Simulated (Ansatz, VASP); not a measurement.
# Ta3AsAu2O13: VASP beside Ansatz

```
Ta As Au O
1.0
     6.71528    0.00000    0.00000
    -3.35764    5.81560    0.00000
     0.00000    0.00000    8.16978
Ta As Au O
3 1 2 13
Direct
  0.50000 0.00000 0.00000
  0.00000 0.50000 0.00000
  0.50000 0.50000 0.00000
  0.00000 0.00000 0.00000
  0.33333 0.66667 0.50000
  0.66667 0.33333 0.50000
  0.15872 0.84128 0.50000
  0.15872 0.31744 0.50000
  0.68256 0.84128 0.50000
  0.84128 0.15872 0.50000
  0.84128 0.68256 0.50000
  0.31744 0.15872 0.50000
  0.33333 0.66667 0.25639
  0.33333 0.66667 0.74361
  0.66667 0.33333 0.74361
  0.66667 0.33333 0.25639
  0.33333 0.66667 0.00000
  0.66667 0.33333 0.00000
  0.00000 0.00000 0.50000
```

Alike in both runs: functional PBE; k mesh 2 × 2 × 2; occupations gaussian, width 0.15 eV; no spin polarisation.

Ansatz relaxed the structure, and its values are those at the end. VASP's run is a single point on that final structure, the one shown.

|  | VASP | Ansatz |
| --- | --- | --- |
| version | VASP 6.6.1 | Ansatz 0.2.0 |
| potentials or method | VASP PAW PBE potentials, release 64 (Ta_pv, As, Au, O), cutoff 520 eV | scalar-relativistic, plane waves, PAW |
| valence electrons in the cell | 138 | 170 |

```csv
,VASP,Ansatz,Ansatz less VASP
gap on the k mesh at the Fermi level (eV),none,none,-
pressure (GPa),0.5,0.3,-0.18
rms of the force components (eV/Å),0.019,0.009,-0.0100
```

A gap of «none» marks a metal or a gap that the smearing closes. VASP's potentials hold 138 valence electrons a cell and Ansatz's 170, so a difference there can come from the potentials and not from the codes.

The k mesh is coarse, so the values compare programs but aren't converged. Neither program's run includes spin-orbit coupling.
